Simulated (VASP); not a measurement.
# Be (P1) in VASP: relaxation of cell and atoms with PBEsol

Aim: the relaxation of cell and atoms of Be with PBEsol.

All numbers are computed with VASP 6.6.1; they aren't measurements. Logs are shortened: lines on timing, memory, paths and dates and some standing lists are left out, and cuts for length are marked.

## Step 1: The cell of the first run

The typed cell holds 6 atoms: a = 2.187 Å, b = 3.585 Å, c = 6.049 Å, α = 92.31°, β = 92.16°, γ = 89.12°.

## Step 2: Relaxation of cell and atoms, PBEsol

INCAR

```
PREC = Accurate ; ENCUT = 600
EDIFF = 1E-7 ; ISMEAR = 0
SIGMA = 0.1 ; LREAL = False
LASPH = True ; NELM = 60
ALGO = Normal ; ISIF = 3
LWAVE = False ; LCHARG = False
GGA = PS ; IBRION = 2
NSW = 100 ; EDIFFG = -0.015
```

KPOINTS

```
Automatic mesh
0
Gamma
  10 6 4
```

POSCAR

```
Be
1.0
    0.0433952439      0.0061401170     -2.1861745692
    1.8537541175     -3.0684801306     -0.0267201159
   -5.2982179014     -2.9166113459      0.1148570661
Be
6
Direct
   -0.0295836206      0.4960620118      0.5409491485
    0.0065600892      0.9874975431      1.0092580560
    0.4464630486      0.5137170589      0.8107302290
    0.5193770073     -0.0242261011      0.3119804811
    0.5635103300     -0.0076262767      0.6460242419
    0.4936731456      0.5345757640      0.1810578434
```

Potentials or basis: VASP PAW PBE potentials, release 64 (Be).

Run with:

```sh
cat potpaw_PBE.64/Be/POTCAR > POTCAR
mpirun -np 1 vasp_std > vasp.out
```

OUTCAR:

```text
PREC = Accurate
   ENCUT = 600
   EDIFF = 1E-7
   ISMEAR = 0
   LREAL = False
   LASPH = True
   NELM = 60
   ISIF = 3
   GGA = PS
   IBRION = 2
   NSW = 100
   EDIFFG = -0.015

 ion  position               nearest neighbor table
   1  0.970  0.496  0.541-   3 1.90   3 2.03   5 2.07   5 2.15   5 2.27   5 2.30   6 2.39
   2  0.007  0.987  0.009-   4 2.11   4 2.16   6 2.20   3 2.26   6 2.29   5 2.37   3 2.37
   3  0.446  0.514  0.811-   1 1.90   1 2.03   5 2.04   5 2.10   6 2.24   2 2.26   2 2.37
   4  0.519  0.976  0.312-   6 1.74   5 2.02   2 2.11   2 2.16   6 2.18
   5  0.564  0.992  0.646-   4 2.02   3 2.04   1 2.07   3 2.10   1 2.15   1 2.27   1 2.30   2 2.37

   6  0.494  0.535  0.181-   4 1.74   4 2.18   2 2.20   3 2.24   2 2.29   1 2.39

  LATTYP: Found a triclinic cell.
 ALAT       =     6.0490434632
 B/A-ratio  =     0.5926663745
 C/A-ratio  =     0.3614809276
 COS(alpha) =     0.0153100900
 COS(beta)  =     0.0377202938
 COS(gamma) =     0.0403527496

  Lattice vectors:

 A1 = (   5.2982179014,   2.9166113459,  -0.1148570661)
 A2 = (   1.8537541175,  -3.0684801306,  -0.0267201159)
 A3 = (   0.0433952439,   0.0061401170,  -2.1861745692)

Analysis of symmetry for initial positions (statically):
=====================================================================
 Subroutine PRICEL returns:
 Original cell was already a primitive cell.

 Routine SETGRP: Setting up the symmetry group for a
 triclinic supercell.

 Subroutine GETGRP returns: Found  1 space group operations
 (whereof  1 operations were pure point group operations)
 out of a pool of  2 trial point group operations.

The static configuration has the point symmetry C_1 .

Analysis of symmetry for dynamics (positions and initial velocities):
=====================================================================
 Subroutine PRICEL returns:
 Original cell was already a primitive cell.

 Routine SETGRP: Setting up the symmetry group for a
 triclinic supercell.

 Subroutine GETGRP returns: Found  1 space group operations
 (whereof  1 operations were pure point group operations)
 out of a pool of  2 trial point group operations.

The dynamic configuration has the point symmetry C_1 .

 Subroutine INISYM returns: Found  1 space group operations
 (whereof  1 operations are pure point group operations),
 and found     1 'primitive' translations

----------------------------------------------------------------------------------------

                                     Primitive cell

  volume of cell :      47.3425

  direct lattice vectors                    reciprocal lattice vectors
     0.043395244  0.006140117 -2.186174569    -0.009090536 -0.001507055 -0.457604692
     1.853754118 -3.068480131 -0.026720116     0.134667886 -0.244554924  0.001986278
    -5.298217901 -2.916611346  0.114857066    -0.141699219 -0.085577850 -0.003053064

  length of vectors
     2.186613842  3.585064658  6.049043463     0.457697458  0.279188996  0.165564363

  position of ions in fractional coordinates (direct lattice)
     0.970416379  0.496062012  0.540949148
     0.006560089  0.987497543  0.009258056
     0.446463049  0.513717059  0.810730229
     0.519377007  0.975773899  0.311980481
     0.563510330  0.992373723  0.646024242
     0.493673146  0.534575764  0.181057843

  ion indices of the primitive-cell ions
   primitive index   ion index
                 1           1
                 2           2
                 3           3
                 4           4
                 5           5
                 6           6

----------------------------------------------------------------------------------------

 KPOINTS: Automatic mesh

Automatic generation of k-mesh.
 Grid dimensions read from file:
 generate k-points for:   10    6    4

 Generating k-lattice:

  Cartesian coordinates                     Fractional coordinates (reciprocal lattice)
    -0.000909054 -0.000150705 -0.045760469     0.100000000  0.000000000  0.000000000
     0.022444648 -0.040759154  0.000331046    -0.000000000  0.166666667  0.000000000
    -0.035424805 -0.021394462 -0.000763266     0.000000000  0.000000000  0.250000000

  Length of vectors
     0.045769746  0.046531499  0.041391091

  Shift w.r.t. Gamma in fractional coordinates (k-lattice)
     0.000000000  0.000000000  0.000000000

 Subroutine IBZKPT returns following result:
 ===========================================

 Found    124 irreducible k-points:

 Following reciprocal coordinates:
            Coordinates               Weight
  0.000000  0.000000  0.000000      1.000000
  0.100000 -0.000000  0.000000      2.000000
  0.200000 -0.000000  0.000000      2.000000
  0.300000 -0.000000  0.000000      2.000000
  0.400000 -0.000000  0.000000      2.000000
  0.500000 -0.000000  0.000000      1.000000
[... 16 lines left out ...]
 -0.400000  0.333333 -0.000000      2.000000
 -0.300000  0.333333 -0.000000      2.000000
 [... further k-points ...]
   k-points           NKPTS =    124   k-points in BZ     NKDIM =    124   number of bands    NBANDS=     10
   number of dos      NEDOS =    301   number of ions     NIONS =      6
   total plane-waves  NPLWV =  25920
   dimension x,y,z NGX =    18 NGY =   30 NGZ =   48
   dimension x,y,z NGXF=    36 NGYF=   60 NGZF=   96
   ions per type =               6
   NGX,Y,Z   is equivalent  to a cutoff of  13.69, 13.91, 13.19 a.u.
   NGXF,Y,Z  is equivalent  to a cutoff of  27.37, 27.82, 26.38 a.u.
 SYSTEM =  unknown system
   PREC   = accura    normal or accurate (medium, high low for compatibility)
   ISTART =      0    job   : 0-new  1-cont  2-samecut
   ICHARG =      2    charge: 1-file 2-atom 10-const
   ISPIN  =      1    spin polarized calculation?
   LNONCOLLINEAR =      F non collinear calculations
   LSORBIT =      F    spin-orbit coupling
   LASPH  =      T    aspherical Exc in radial PAW
   ENCUT  =  600.0 eV  44.10 Ry    6.64 a.u.   4.37  7.16 12.08*2*pi/ulx,y,z
   NELM   =     60;   NELMIN=  2; NELMDL= -5     # of ELM steps
   EDIFF  = 0.1E-06   stopping-criterion for ELM
   LREAL  =      F    real-space projection
   EDIFFG = -.1E-01   stopping-criterion for IOM
   NSW    =    100    number of steps for IOM
   IBRION =      2    ionic relax: 0-MD 1-quasi-New 2-CG
   NFREE  =      1    steps in history (QN), initial steepest desc. (CG)
   ISIF   =      3    stress and relaxation
   ISYM   =      2    0-nonsym 1-usesym 2-fastsym
   POTIM  = 0.5000    time-step for ionic-motion
   TEBEG  =    0.0;   TEEND  =   0.0 temperature during run
   PSTRESS=    0.0 pullay stress
   NELECT =      12.0000    total number of electrons
   NUPDOWN=      -1.0000    fix difference up-down
   EMIN   =  10.00;   EMAX   =-10.00  energy-range for DOS
   EFERMI =   0.00;   METHOD = LEGACY
   ISMEAR =     0;   SIGMA  =   0.10  broadening in eV -4-tet -1-fermi 0-gaus
   EFERMI_NEDOS =   21; number of points for ismear=-14 and -15
   IALGO  =     38    algorithm
   IMIX   =      4    mixing-type and parameters
     AMIX     =   0.40;   BMIX     =  1.00
     AMIX_MAG =   1.60;   BMIX_MAG =  1.00
  volume/ion in A,a.u.               =       7.89        53.25
  Fermi-wavevector in a.u.,A,eV,Ry     =   1.036060  1.957869 14.604763  1.073420
  Thomas-Fermi vector in A             =   2.170433
   LORBIT       =      0    0 simple, 1 ext, 2 COOP (PROOUT), +10 PAW based schemes
   GGA     = PS    functional components
   LHFCALC =     F    Hartree Fock is set to
   AEXX    =    0.0000 exact exchange contribution
   IVDW    =     0    specifies the selected vdW correction
   LEPSILON=     F    determine dielectric tensor
   LRPA    =     F    only Hartree local field effects (RPA)
 conjugate gradient relaxation of ions
 non-spin polarized calculation
 Gauss-broadening in eV      SIGMA  =   0.10
  energy-cutoff  :      600.00
  volume of cell :       47.34
 maximum number of plane-waves:      1596
 NGX is ok and might be reduce to    18
   NGX =  9   NGY = 15   NGZ = 25

--------------------------------------- Ionic step        1  -------------------------------------------

 number of electron      12.0000000 magnetization

 Free energy of the ion-electron system (eV)
  ---------------------------------------------------
  ext. energy  EPLUGINS =         0.00000000
  ---------------------------------------------------
  free energy    TOTEN  =       -21.81010699 eV

  energy without entropy =      -21.80464894  energy(sigma->0) =      -21.80737796

------------------------ aborting loop because EDIFF is reached ----------------------------------------

  FORCE on cell =-STRESS in cart. coord.  units (eV):
  Direction    XX          YY          ZZ          XY          YZ          ZX
  --------------------------------------------------------------------------------------
  -------------------------------------------------------------------------------------
  Total        0.9726739      5.5349260      0.9861620      1.9535451      0.2865205     -0.0658250
  in kB       32.9174768    187.3143626     33.3739438     66.1123667      9.6964987     -2.2276661
  external PRESSURE =      84.5352611 kB  Pullay stress =       0.0000000 kB
[... 101 lines left out ...]
  FREE ENERGIE OF THE ION-ELECTRON SYSTEM (eV)
  ---------------------------------------------------
  free  energy   TOTEN  =       -22.6892912410 eV

  energy  without entropy=      -22.6828736369  energy(sigma->0) =      -22.68608244

[... ionic steps 4 to 40 ...]

--------------------------------------- Ionic step       41  -------------------------------------------

 number of electron      12.0000000 magnetization

------------------------ aborting loop because EDIFF is reached ----------------------------------------
[... 75 lines left out ...]
--------------------------------------- Ionic step       43  -------------------------------------------

 number of electron      12.0000000 magnetization

 Free energy of the ion-electron system (eV)
  ---------------------------------------------------
  ext. energy  EPLUGINS =         0.00000000
  ---------------------------------------------------
  free energy    TOTEN  =       -23.95570199 eV

  energy without entropy =      -23.95343591  energy(sigma->0) =      -23.95456895

 E-fermi :   7.0853     XC(G=0): -10.6243

 val. band max:        7.0709091834   @ k =   0.4000  -0.0000   0.2500
 cond. band min:       7.1401152698   @ k =   0.2000  -0.0000   0.0000
 fundamental gap:      0.0692060864
 Fermi energy:         7.0853391998

 k-point     1 :       0.0000    0.0000    0.0000
  band No.  band energies     occupation
      1      -4.3146      2.00000
      2      -1.1112      2.00000
      3      -1.1107      2.00000
      4       2.6292      2.00000
      5       6.7973      1.99995
      6       6.8002      1.99994
      7       7.6093      0.00000
      8       7.6129      0.00000
      9       8.2892      0.00000
     10      13.4907      0.00000
[... 287 lines left out ...]
 k-point    24 :      -0.3000    0.3333   -0.0000
  band No.  band energies     occupation
      1      -1.3542      2.00000
      2       0.8890      2.00000
      3       1.5612      2.00000
      4       2.7125      2.00000
      5       3.6390      2.00000
      6       5.0658      2.00000
      7       8.7324      0.00000
      8      10.3549      0.00000
      9      10.7409      0.00000
     10      12.9756      0.00000

 [... further k-points ...]

------------------------ aborting loop because EDIFF is reached ----------------------------------------

  FORCE on cell =-STRESS in cart. coord.  units (eV):
  Direction    XX          YY          ZZ          XY          YZ          ZX
  --------------------------------------------------------------------------------------
  -------------------------------------------------------------------------------------
  Total        0.0141716      0.0139194     -0.0083162     -0.0081302     -0.0042162      0.0004951
  in kB        0.4810376      0.4724764     -0.2822829     -0.2759691     -0.1431140      0.0168070
  external PRESSURE =       0.2237437 kB  Pullay stress =       0.0000000 kB
[... 21 lines left out ...]
  FREE ENERGIE OF THE ION-ELECTRON SYSTEM (eV)
  ---------------------------------------------------
  free  energy   TOTEN  =       -23.9557019931 eV

  energy  without entropy=      -23.9534359088  energy(sigma->0) =      -23.95456895

 reached required accuracy - stopping structural energy minimisation
```

Run time: 18 min. Hardware: 1 thread of Intel Xeon Platinum 8488C (Sapphire Rapids), shared host; peak memory 0.22 GiB.

What came out:

```
Free energy                           : -23.9557 eV
Relaxed volume                        : 7.87 Å³/atom
Relaxed cell                          : a = 2.274 Å, b = 3.546 Å, c = 5.957 Å, α = 89.99°, β = 79.41°, γ = 90.00°
Space group after relaxing (to 0.1 Å) : P6_3/mmc (No. 194)
Energy gained by relaxing             : 357.6 meV/atom
Ionic steps                           : 43
Pressure after relaxing               : 0.0 GPa
Largest force after relaxing          : 0.013 eV/Å
Band gap on the k mesh                : zero (bands 6 and 7 overlap by 1.32 eV)
```

Forces on the atoms (eV/Å):
```
Be  -0.006  0.001 -0.011
Be   0.005  0.000  0.006
Be   0.002  0.004 -0.006
Be   0.003  0.000  0.002
Be   0.000 -0.001 -0.002
Be  -0.003 -0.004  0.011
```

Stress tensor (GPa, compression positive):
```
 0.05 -0.03  0.00
-0.03  0.05 -0.01
 0.00 -0.01 -0.03
```

Step by step:
| step | energy change (eV) | largest force (eV/Å) | pressure (GPa) | volume (Å³) |
| --- | --- | --- | --- | --- |
| 1 | 0.0000 | 3.5884 | 8.45 | 47.34 |
| 3 | -0.8792 | 1.0368 | -3.07 | 49.88 |
| 5 | -1.0514 | 0.4100 | 0.11 | 48.13 |
| 7 | -1.1094 | 0.5385 | 0.58 | 47.68 |
| 9 | -1.1909 | 0.6874 | 0.14 | 47.70 |
| 11 | -1.2440 | 0.8064 | 0.11 | 47.71 |
| 13 | -1.3495 | 0.8764 | -0.23 | 47.76 |
| 15 | -1.3581 | 0.9187 | -0.17 | 47.77 |
| 17 | -1.4801 | 0.3489 | -0.68 | 47.67 |
| 19 | -1.4907 | 0.3016 | -0.61 | 47.63 |
| 21 | -1.5589 | 0.6250 | 1.54 | 46.89 |
| 23 | -1.5636 | 0.7390 | 2.15 | 46.70 |
| 25 | -1.6052 | 0.8195 | 2.27 | 46.67 |
| 27 | -1.7225 | 1.1167 | 3.58 | 46.36 |
| 29 | -1.7996 | 1.0428 | 2.07 | 46.90 |
| 31 | -2.0051 | 0.6708 | -0.82 | 47.63 |
| 33 | -2.0523 | 0.5254 | -2.48 | 48.20 |
| 35 | -2.1240 | 0.2473 | 0.25 | 47.15 |
| 37 | -2.1371 | 0.1430 | 0.34 | 47.11 |
| 39 | -2.1441 | 0.0762 | -0.02 | 47.22 |
| 41 | -2.1453 | 0.0325 | -0.03 | 47.22 |
| 43 | -2.1456 | 0.0130 | 0.02 | 47.20 |

Final structure:
```
Be
1.0
    -0.17123   -0.09659   -2.26508
     1.77514   -3.06919   -0.00359
    -5.13153   -2.96799   -0.58419
Be
6
Cartesian
  -1.6839 -3.0203 -2.2940
  1.6096 -3.1641 -0.2686
  -3.2810 -3.9454 -0.9792
  -0.1574 -4.1858 -1.2160
  -3.6998 -2.1384 -2.1622
  0.0830 -1.9979 -1.3483
```

Caveat: the PAW data sets were made with another functional, which shifts forces and pressure a little.

The gap in the log of VASP goes by the Fermi energy; the results here count the filled bands.